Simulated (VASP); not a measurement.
Wanted: the native input for a VASP 6.6.1 run.

* Task: single point
* Functional: PBEsol
* Potentials or basis: VASP PAW PBE potentials, release 64 (Na_pv)
* Cutoff: 520 eV
* k mesh: 14 × 14 × 14
* Occupations: gaussian, width 0.1 eV
* Spin: no spin polarisation
* Dipole correction: no
* Further INCAR settings: ALGO = Fast; EDIFF = 1e-07; NBANDS = 10

The structure of Na lies in POSCAR:

```
Na
1.0
   -2.1307020148      2.1307020148      2.0067463459
    2.1307020148     -2.1307020148      2.0067463459
    2.1307020148      2.1307020148     -2.0067463459
Na
1
Direct
    0.0000000000      0.0000000000      0.0000000000
```

These files were run (other wordings do the same):

INCAR

```
  PREC = Accurate
  ENCUT = 520
  EDIFF = 1E-7
  ISMEAR = 0
  SIGMA = 0.1
  LREAL = False
  LASPH = True
  NELM = 100
  ALGO = Fast
  ISIF = 2
  LWAVE = False
  LCHARG = False
  GGA = PS
  NBANDS = 10
```

KPOINTS

```
Automatic mesh
0
Gamma
  14 14 14
```

Potentials or basis: VASP PAW PBE potentials, release 64 (Na_pv).

Launch:

```sh
$ cat potpaw_PBE.64/Na_pv/POTCAR > POTCAR
$ mpirun -np 1 vasp_std > vasp.out
```

It gave:

```
Pressure               : 0.0 GPa
Band gap on the k mesh : zero (an odd number of electrons rules out a gap without spin polarisation)
```

Caveat: the PAW data sets were made with another functional, which shifts forces and pressure a little.

It took 32 s on 1 thread of Intel(R) Xeon(R) 6975P-C (Granite Rapids), on a shared host, peak memory 0.19 GiB.
